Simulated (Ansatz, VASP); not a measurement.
Two plane-wave programs on Si2Mo

Contents of POSCAR:

```
Si2Mo
1.0
    4.5839769341      0.0000000000      0.0000000000
   -2.2919884671      3.9698404753      0.0000000000
    0.0000000000      0.0000000000      6.5768413691
Si Mo
6 3
Direct
    0.1638603720      0.8361396280      0.7953211652
    0.3277207440      0.1638603720      0.1286544985
    0.8361396280      0.6722792560      0.4619878319
    0.8361396280      0.1638603720      0.7953211652
    0.6722792560      0.8361396280      0.1286544985
    0.1638603720      0.3277207440      0.4619878319
    0.5000000000      0.0000000000      0.5000000000
    0.0000000000      0.5000000000      0.1666666667
    0.5000000000      0.5000000000      0.8333333333
```

INCAR.step1

```
SYSTEM = Si2Mo
  PREC = Accurate
  ENCUT = 550
  ISMEAR = 0
  SIGMA = 0.03
  LREAL = .FALSE.
  LASPH = .TRUE.
  NELM = 120
  NBANDS = 43
  GGA = PE
  ALGO = Normal
  EDIFF = 1E-5
  LWAVE = .TRUE.
  LCHARG = .FALSE.
  GGA_COMPAT = .FALSE.
```

File INCAR.step2:

```
SYSTEM = Si2Mo
  PREC = Accurate
  ENCUT = 550
  EDIFF = 1E-6
  ISMEAR = 0
  SIGMA = 0.03
  LREAL = .FALSE.
  LASPH = .TRUE.
  NELM = 120
  ALGO = Normal
  ISIF = 2
  LWAVE = .FALSE.
  LCHARG = .FALSE.
  METAGGA = R2SCAN
  LMIXTAU = .TRUE.
  NBANDS = 43
  ISTART = 1
  GGA_COMPAT = .FALSE.
```

Contents of KPOINTS:

```
regular mesh
0
G
  12 12 6
  0 0 0
```

Input for Ansatz:

```yaml
crystal:
  lattice:
    - [4.5839769341, 0.0, 0.0]
    - [-2.2919884671, 3.9698404753, 0.0]
    - [0.0, 0.0, 6.5768413691]
  atoms:
    - { symbol: Si, position: [0.163860372, 0.836139628, 0.7953211652] }
    - { symbol: Si, position: [0.327720744, 0.163860372, 0.1286544985] }
    - { symbol: Si, position: [0.836139628, 0.672279256, 0.4619878319] }
    - { symbol: Si, position: [0.836139628, 0.163860372, 0.7953211652] }
    - { symbol: Si, position: [0.672279256, 0.836139628, 0.1286544985] }
    - { symbol: Si, position: [0.163860372, 0.327720744, 0.4619878319] }
    - { symbol: Mo, position: [0.5, 0.0, 0.5] }
    - { symbol: Mo, position: [0.0, 0.5, 0.1666666667] }
    - { symbol: Mo, position: [0.5, 0.5, 0.8333333333] }
basis:
  ecutwfc: 500
kpoints:
  mp_grid: { grid: [12, 12, 6] }
hamiltonian:
  xc: r2scan
scf:
  occupations: { method: gaussian, width: 0.03 }
output:
  forces: true
  stress: true
  eigenvalues: true
```

Change from the starting cell: all Si atoms moved -0.250 Å, as atom 1 along Cartesian [0 0 1].

Alike in both runs: task single point; functional r2SCAN; k mesh 12 × 12 × 6; occupations gaussian, width 0.03 eV; no spin polarisation.

|  | VASP | Ansatz |
| --- | --- | --- |
| version | VASP 6.6.1 | Ansatz 0.2.0 |
| potentials or method | VASP PAW PBE potentials, release 64 (Si, Mo_sv), cutoff 550 eV | scalar-relativistic, plane waves, PAW |
| valence electrons in the cell | 66 | 66 |

VASP gave:

| Quantity | Value |
| --- | --- |
| gap on the k mesh at the Fermi level (eV) | 0.25 |
| least direct gap on the mesh (eV) | 0.68 |
| pressure (GPa) | 5.8 |
| traceless stress, the component that is largest in VASP (GPa) | 6.90 |
| rms of the force components (eV/Å) | 1.478 |

Question: Estimate Ansatz's values.

Answer: gap on the k mesh at the Fermi level (eV): 0.25; least direct gap on the mesh (eV): 0.68; pressure (GPa): 5.3; traceless stress, the component that is largest in VASP (GPa): 6.86; rms of the force components (eV/Å): 1.466.

VASP's potentials were made for PBE, not for r2SCAN. Atom by atom the forces differ by 0.013 eV/Å (rms over components).
